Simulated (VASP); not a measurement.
A run of VASP 6.6.1 is set up as follows.

INCAR

```
ALGO = Fast
EDIFF = 1E-6
ENCUT = 520
GGA = PE
ISIF = 2
ISMEAR = 0
LASPH = T
LCHARG = T
LELF = T
LREAL = F
LVHAR = T
LWAVE = F
NBANDS = 22
NELM = 100
PREC = Accurate
SIGMA = 0.1
```

KPOINTS

```
k-points
0
Gamma
  8 8 8
```

The input POSCAR:

```
Ag2Ir
1.0
   -1.7282129963      1.7282129963      4.2395225065
    1.7282129963     -1.7282129963      4.2395225065
    1.7282129963      1.7282129963     -4.2395225065
Ag Ir
2 1
Direct
    0.6650000000      0.6650000000      0.0000000000
    0.3350000000      0.3350000000      0.0000000000
    0.0000000000      0.0000000000      0.0000000000
```

Potentials or basis: VASP PAW PBE potentials, release 64 (Ag, Ir).

The run is started by

```bash
$ cat potpaw_PBE.64/Ag/POTCAR potpaw_PBE.64/Ir/POTCAR > POTCAR
$ mpirun -np 1 vasp_std > vasp.out
```

Q: What does it give for the pressure?

A: -1.3 GPa.

Q: Estimate the band gap on the k mesh.

A: Zero (an odd number of electrons rules out a gap without spin polarisation).

Q: What does it give for the largest force?

A: 0.040 eV/Å.

Forces in eV/Å, atoms in the order of the input:
```
Ag   0.000  0.000 -0.040
Ag   0.000  0.000  0.040
Ir   0.000  0.000  0.000
```

Caveat: spin-orbit coupling is left out, which moves the levels of the heavy elements.
